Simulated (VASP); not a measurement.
# TiPt3: single point with PBEsol

The system is TiPt3.

```
Ti Pt
1.0
     3.89935    0.00000    0.00000
     0.00000    3.89935    0.00000
     0.11698    0.00000    3.89935
Ti Pt
1 3
Direct
  0.00000 0.00000 0.00000
  0.00000 0.50000 0.50000
  0.50000 0.00000 0.50000
  0.50000 0.50000 0.00000
```

This cell differs from its parent crystal: shear of c along a, cell held: +3.0 %.

```json
{
 "Program": "VASP 6.6.1",
 "Task": "single point",
 "Functional": "PBEsol",
 "Potentials or basis": "VASP PAW PBE potentials, release 64 (Ti_sv, Pt)",
 "Cutoff": "520 eV",
 "k mesh": "14 × 14 × 14",
 "Occupations": "gaussian, width 0.1 eV",
 "Spin": "no spin polarisation",
 "Dipole correction": "no",
 "Further INCAR settings": "ALGO = Fast; EDIFF = 1e-06; NBANDS = 29"
}
```

```
Pressure               : 0.0 GPa
Band gap on the k mesh : zero (bands 21 and 22 overlap by 1.84 eV)
```

Stress tensor (GPa, compression positive):
```
 0.10  0.00 -4.67
 0.00 -0.36  0.00
-4.67  0.00  0.29
```

Levels at points of the mesh, in eV from the Fermi level:
```csv
k point,band 19,band 20,band 21,band 22,band 23,band 24
"(0.00, 0.00, 0.00)",0.05,0.06,1.39,1.41,1.53,1.54
"(0.50, 0.00, 0.00)",-2.62,-1.37,-0.21,-0.21,0.05,0.45
"(0.00, 0.50, 0.00)",-2.53,-1.36,-0.31,-0.11,0.05,0.45
"(0.50, 0.50, 0.00)",-2.48,-2.30,-2.27,0.21,0.21,0.36
"(0.00, 0.00, 0.50)",-2.62,-1.37,-0.21,-0.21,0.05,0.45
"(0.50, 0.00, 0.50)",-2.48,-2.37,-2.18,0.14,0.29,0.37
"(0.00, 0.50, 0.50)",-2.48,-2.30,-2.27,0.21,0.21,0.36
"(0.50, 0.50, 0.50)",-0.68,-0.58,-0.57,-0.45,-0.33,1.10
```

It took 77 min on 1 thread of Intel Xeon 8259CL, with other jobs on the host, peak memory 1.1 GiB.

Caveat: the cell differs from its parent crystal (shear of c along a, cell held: +3.0 %); the PAW data sets were made with another functional, which shifts forces and pressure a little; spin-orbit coupling is left out, which moves the levels of the heavy elements.
